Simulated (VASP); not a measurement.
# Ti8Al8H (a cell with a defect) in VASP: single point with PBE

Aim: the single point of Ti8Al8H (a cell with a defect) with PBE.

All numbers are computed with VASP 6.6.1; they aren't measurements. Logs are shortened: lines on timing, memory, paths and dates and some standing lists are left out, and cuts for length are marked.

## Step 1: The cell of the first run

The cell holds a defect, 17 atoms: a = 6.963 Å, b = 6.963 Å, c = 6.963 Å, α = 108.29°, β = 110.06°, γ = 110.06°.

## Step 2: Single point, PBE

File INCAR:

```
SYSTEM = Ti8Al8H
  PREC = Accurate
  ENCUT = 520
  EDIFF = 1E-6
  ISMEAR = 0
  SIGMA = 0.1
  LREAL = Auto
  LASPH = .True.
  NELM = 80
  ALGO = Normal
  ISIF = 2
  LWAVE = .False.
  LCHARG = .True.
  GGA = PE
  LELF = .True.
  LVHAR = .True.
  NBANDS = 74
```

File KPOINTS:

```
Automatic mesh
0
Gamma
  4 4 4
  0.5 0.5 0.5
```

File POSCAR:

```
Ti8Al8H
1.0
    5.6432814777      0.0000000000      4.0782742132
    0.0000000000     -5.6432814777     -4.0782742132
    0.0000000000      5.6432814777     -4.0782742132
Ti Al H
8 8 1
Direct
    0.2494031187      0.4997050019      0.2491615892
    0.2493767156      0.2491282258      0.4997173566
    0.2480484104      0.7483199253      0.0002117516
    0.2480466384      0.0001980103      0.7483363083
    0.7518434118      0.2521284741      0.0002264547
    0.7505021709      0.4996941574      0.7502533410
    0.7518302989      0.0002080205      0.2521286461
    0.7505255615      0.7502654669      0.4997014989
    0.5000262722      0.7584295664      0.7584246048
    0.4999617707      0.5001573761     -0.0002878013
    0.4999617707     -0.0002575818      0.5001712930
    0.4999988059      0.2410167838      0.2410173154
    0.0004796854      0.5001471345      0.5001554630
    0.0000024808      0.7499984186      0.2499951827
    0.0000012404      0.2500015507      0.7500047866
   -0.0003953374     -0.0001839332     -0.0001756047
   -0.4994909453      0.4963232737      0.4962266987
```

Potentials or basis: VASP PAW PBE potentials, release 64 (Ti_sv, Al, H).

Started as:

```sh
$ cat potpaw_PBE.64/Ti_sv/POTCAR potpaw_PBE.64/Al/POTCAR potpaw_PBE.64/H/POTCAR > POTCAR
$ mpirun -np 1 vasp_std > vasp.out
```

OUTCAR:

```text
SYSTEM = Ti8Al8H
   PREC = Accurate
   ENCUT = 520
   EDIFF = 1E-6
   ISMEAR = 0
   LREAL = Auto
   LASPH = .True.
   NELM = 80
   ISIF = 2
   GGA = PE

 ion  position               nearest neighbor table
   1  0.249  0.500  0.249-   5 2.81   3 2.81   8 2.83   2 2.83  15 2.85  14 2.85  16 2.85  13 2.85
                            10 2.85  11 2.85   9 2.91  12 2.91
   2  0.249  0.249  0.500-   7 2.81   4 2.81   6 2.83   1 2.83  14 2.85  15 2.85  16 2.85  13 2.85
                            11 2.85  10 2.85   9 2.91  12 2.91
   3  0.248  0.748  0.000-   6 2.81   1 2.81  12 2.81   9 2.82  14 2.84   4 2.84   7 2.84  15 2.84
                            16 2.85  11 2.85  13 2.85  10 2.85
   4  0.248  0.000  0.748-   8 2.81   2 2.81  12 2.81   9 2.82  15 2.84   3 2.84   5 2.84  14 2.84
                            16 2.85  10 2.85  13 2.85  11 2.85
   5  0.752  0.252  0.000-   6 2.81   1 2.81  12 2.81   9 2.82  14 2.84   4 2.84   7 2.84  15 2.84
                            10 2.85  13 2.85  11 2.85  16 2.85
   6  0.751  0.500  0.750-   5 2.81   3 2.81   8 2.83   2 2.83  15 2.85  14 2.85  11 2.85  10 2.85
                            13 2.85  16 2.85   9 2.91  12 2.91
   7  0.752  0.000  0.252-   8 2.81   2 2.81  12 2.81   9 2.82  15 2.84   3 2.84   5 2.84  14 2.84
                            11 2.85  13 2.85  10 2.85  16 2.85
   8  0.751  0.750  0.500-   7 2.81   4 2.81   1 2.83   6 2.83  14 2.85  15 2.85  10 2.85  11 2.85
                            13 2.85  16 2.85   9 2.91  12 2.91
   9  0.500  0.758  0.758-   5 2.82   7 2.82   4 2.82   3 2.82  13 2.82  10 2.82  11 2.82  16 2.82
                             6 2.91   8 2.91   1 2.91   2 2.91
  10  0.500  0.500  1.000-   9 2.82  15 2.82  14 2.82  12 2.83   5 2.85   4 2.85   8 2.85   1 2.85
                             2 2.85   6 2.85   7 2.85   3 2.85
  11  0.500  1.000  0.500-   9 2.82  14 2.82  15 2.82  12 2.83   7 2.85   6 2.85   3 2.85   2 2.85
                             1 2.85   8 2.85   5 2.85   4 2.85
  12  0.500  0.241  0.241-  17 2.08   5 2.81   7 2.81   4 2.81   3 2.81  16 2.82  11 2.83  10 2.83
                            13 2.83   6 2.91   8 2.91   1 2.91   2 2.91
  13  0.000  0.500  0.500-   9 2.82  15 2.82  14 2.82  12 2.83   5 2.85   2 2.85   1 2.85   7 2.85
                             8 2.85   6 2.85   4 2.85   3 2.85
  14  0.000  0.750  0.250-  11 2.82  16 2.82  13 2.82  10 2.82   3 2.84   5 2.84   4 2.84   7 2.84
                             2 2.85   8 2.85   1 2.85   6 2.85
  15  0.000  0.250  0.750-  10 2.82  13 2.82  16 2.82  11 2.82   4 2.84   7 2.84   3 2.84   5 2.84
                             1 2.85   6 2.85   2 2.85   8 2.85
  16  1.000  1.000  1.000-   9 2.82  14 2.82  15 2.82  12 2.82   1 2.85   2 2.85   4 2.85   3 2.85
                             5 2.85   7 2.85   6 2.85   8 2.85
  17  0.501  0.496  0.496-  12 2.08

  LATTYP: Found a body centered tetragonal cell.
 ALAT       =     7.9808052021
 C/A-ratio  =     1.0220207385

  Lattice vectors:

 A1 = (   0.0000000000,   5.6432814777,   4.0782742132)
 A2 = (   0.0000000000,  -5.6432814777,   4.0782742132)
 A3 = (   5.6432814777,   0.0000000000,  -4.0782742132)

Analysis of symmetry for initial positions (statically):
=====================================================================
 Subroutine PRICEL returns:
[... 174 lines left out ...]
  volume/ion in A,a.u.               =      15.28       103.11
  Fermi-wavevector in a.u.,A,eV,Ry     =   1.269054  2.398164 21.912147  1.610497
  Thomas-Fermi vector in A             =   2.402116
   LORBIT       =      0    0 simple, 1 ext, 2 COOP (PROOUT), +10 PAW based schemes
   GGA     = PE    functional components
   LHFCALC =     F    Hartree Fock is set to
   AEXX    =    0.0000 exact exchange contribution
   IVDW    =     0    specifies the selected vdW correction
   LEPSILON=     F    determine dielectric tensor
   LRPA    =     F    only Hartree local field effects (RPA)
 non-spin polarized calculation
 Gauss-broadening in eV      SIGMA  =   0.10
  energy-cutoff  :      520.00
  volume of cell :      259.76
 maximum number of plane-waves:      7015
 NGX is ok and might be reduce to    54
   NGX = 25   NGY = 25   NGZ = 25

 number of electron     120.9999975 magnetization

 Free energy of the ion-electron system (eV)
  ---------------------------------------------------
  ext. energy  EPLUGINS =         0.00000000
  ---------------------------------------------------
  free energy    TOTEN  =      -102.67196619 eV

  energy without entropy =     -102.62252347  energy(sigma->0) =     -102.64724483

 E-fermi :   8.4340     XC(G=0): -11.0758

 val. band max:        8.4328337549   @ k =  -0.3750   0.1250   0.3750
 cond. band min:       8.4634600568   @ k =   0.1250  -0.1250   0.1250
 fundamental gap:      0.0306263018
 Fermi energy:         8.4339823500

 k-point     1 :       0.1250    0.1250    0.1250
  band No.  band energies     occupation
      1     -48.2025      2.00000
      2     -48.1752      2.00000
      3     -48.1741      2.00000
      4     -48.1474      2.00000
      5     -48.1470      2.00000
      6     -48.1184      2.00000
[... 1789 lines left out ...]
     71       9.9160      0.00000
     72       9.9677      0.00000

 [... further k-points ...]

 [bands above 72 left out]

------------------------ aborting loop because EDIFF is reached ----------------------------------------

  FORCE on cell =-STRESS in cart. coord.  units (eV):
  Direction    XX          YY          ZZ          XY          YZ          ZX
  --------------------------------------------------------------------------------------
  -------------------------------------------------------------------------------------
  Total        0.6637327      0.6617469      1.2990720     -0.0012080      0.0003570      0.0017868
  in kB        4.0938690      4.0816206      8.0126090     -0.0074509      0.0022020      0.0110212
  external PRESSURE =       5.3960328 kB  Pullay stress =       0.0000000 kB

 VOLUME and BASIS-vectors are now :
 -----------------------------------------------------------------------------
  energy-cutoff  :      520.00
  volume of cell :      259.76
      direct lattice vectors                 reciprocal lattice vectors
     5.643281478  0.000000000  4.078274213     0.177201865  0.000000000  0.000000000
     0.000000000 -5.643281478 -4.078274213     0.088600932 -0.088600932 -0.122600878
     0.000000000  5.643281478 -4.078274213     0.088600932  0.088600932 -0.122600878

 POSITION                                       TOTAL-FORCE (eV/Angst)
 -----------------------------------------------------------------------------------
      1.40745     -1.41389     -2.03695        -0.003016     -0.008266      0.006214
      1.40730      1.41415     -2.03697        -0.003167      0.004635      0.003935
      1.39981     -4.22178     -2.04111         0.008072     -0.004641     -0.005273
      1.39980      4.22195     -2.04113         0.006628      0.004326     -0.006664
      4.24286     -1.42155      2.03705        -0.003238      0.006571     -0.004612
      4.23530      1.41398     -2.03688         0.012114      0.007819      0.008015
[... 9 lines left out ...]
      5.64105      0.00005     -4.07842        -0.004437     -0.000237      0.002440
      2.82451     -0.00054     -2.00668        -0.013244      0.002391     -0.004162
 -----------------------------------------------------------------------------------
    total drift:                                0.003124      0.000621      0.009805

  FREE ENERGIE OF THE ION-ELECTRON SYSTEM (eV)
  ---------------------------------------------------
  free  energy   TOTEN  =      -102.6719661921 eV

  energy  without entropy=     -102.6225234677  energy(sigma->0) =     -102.64724483
```

OSZICAR:

```text
N       E                     dE             d eps       ncg     rms          rms(c)
DAV:   1     0.153461645702E+04    0.15346E+04   -0.56494E+04  4760   0.178E+03
DAV:   2     0.108594480275E+03   -0.14260E+04   -0.13961E+04  4736   0.567E+02
DAV:   3    -0.837062785529E+02   -0.19230E+03   -0.18695E+03  6954   0.181E+02
DAV:   4    -0.112675311718E+03   -0.28969E+02   -0.28494E+02  7000   0.590E+01
DAV:   5    -0.115257322441E+03   -0.25820E+01   -0.25710E+01  7160   0.151E+01    0.281E+01
DAV:   6    -0.103464840896E+03    0.11792E+02   -0.11260E+02  6476   0.468E+01    0.803E+00
DAV:   7    -0.102994401750E+03    0.47044E+00   -0.15471E+01  6334   0.184E+01    0.677E+00
DAV:   8    -0.102810272029E+03    0.18413E+00   -0.37414E+00  6950   0.912E+00    0.520E+00
DAV:   9    -0.102650123950E+03    0.16015E+00   -0.12980E+00  6710   0.502E+00    0.127E+00
DAV:  10    -0.102668448222E+03   -0.18324E-01   -0.15651E-01  6560   0.239E+00    0.672E-01
DAV:  11    -0.102672740905E+03   -0.42927E-02   -0.38149E-02  6584   0.145E+00    0.602E-01
DAV:  12    -0.102671646894E+03    0.10940E-02   -0.19185E-02  6568   0.106E+00    0.172E-01
DAV:  13    -0.102672023167E+03   -0.37627E-03   -0.41225E-03  7280   0.476E-01    0.132E-01
DAV:  14    -0.102671971996E+03    0.51171E-04   -0.12952E-03  6320   0.303E-01    0.572E-02
DAV:  15    -0.102671971254E+03    0.74176E-06   -0.32519E-04  6768   0.143E-01    0.397E-02
DAV:  16    -0.102671964671E+03    0.65834E-05   -0.75681E-05  6288   0.723E-02    0.139E-02
DAV:  17    -0.102671966531E+03   -0.18605E-05   -0.18918E-05  6472   0.300E-02    0.841E-03
DAV:  18    -0.102671966192E+03    0.33931E-06   -0.63919E-06  5024   0.218E-02
   1 F= -.10267197E+03 E0= -.10264724E+03  d E =-.494427E-01
```

It took 17 min on 1 thread of Intel Xeon 6975P-C (Granite Rapids), shared host; peak memory 0.62 GiB.

Results:

```yaml
Free_energy: -102.6720 eV
Pressure: 0.5 GPa
Largest_force: 0.016 eV/Å
```

Forces on the atoms (eV/Å):
```
Ti  -0.003 -0.008  0.006
Ti  -0.003  0.005  0.004
Ti   0.008 -0.005 -0.005
Ti   0.007  0.004 -0.007
Ti  -0.003  0.007 -0.005
Ti   0.012  0.008  0.008
Ti  -0.003 -0.007 -0.006
Ti   0.012 -0.008  0.007
Al  -0.001  0.000  0.000
Al   0.000 -0.001 -0.001
Al   0.000  0.002  0.000
Al   0.000  0.000  0.002
Al  -0.002  0.000 -0.003
Al  -0.002  0.000  0.000
Al  -0.002  0.000  0.000
Al  -0.004  0.000  0.002
H   -0.013  0.002 -0.004
```

Stress tensor (GPa, compression positive):
```
0.41 0.00 0.00
0.00 0.41 0.00
0.00 0.00 0.80
```
